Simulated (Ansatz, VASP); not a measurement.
**Sr4NbO: VASP beside Ansatz**

```
Sr Nb O
1.0
     3.38682    0.00000    0.00000
     0.00000    3.38682    0.00000
     0.00000    0.00000   15.46172
Sr Nb O
4 1 1
Direct
  0.50000 0.50000 0.09996
  0.00000 0.00000 0.66177
  0.00000 0.00000 0.33823
  0.50000 0.50000 0.90004
  0.50000 0.50000 0.50000
  0.00000 0.00000 0.00000
```

Change from the starting cell: species swapped into the Ti4CuAg type (P4/mmm, No. 123).

Alike in both runs: functional PBE; k mesh 6 × 6 × 2; occupations gaussian, width 0.1 eV; collinear spin.

Ansatz relaxed the structure, and its values are those at the end. VASP's run is a single point on that final structure, the one shown.

|  | VASP | Ansatz |
| --- | --- | --- |
| version | VASP 6.6.1 | Ansatz 0.2.0 |
| potentials or method | VASP PAW PBE potentials, release 64 (Sr_sv, Nb_sv, O), cutoff 520 eV | scalar-relativistic, plane waves, PAW |
| valence electrons in the cell | 59 | 59 |

VASP gave:

```
gap on the k mesh at the Fermi level (eV) : none
pressure (GPa)                            : 0.2
rms of the force components (eV/Å)        : 0.008
```

Q: What did Ansatz give for the same quantities?

A: gap on the k mesh at the Fermi level (eV): none; pressure (GPa): 0.1; rms of the force components (eV/Å): 0.003.

A gap of «none» marks a metal or a gap that the smearing closes. Ansatz's warnings: no starting moments.
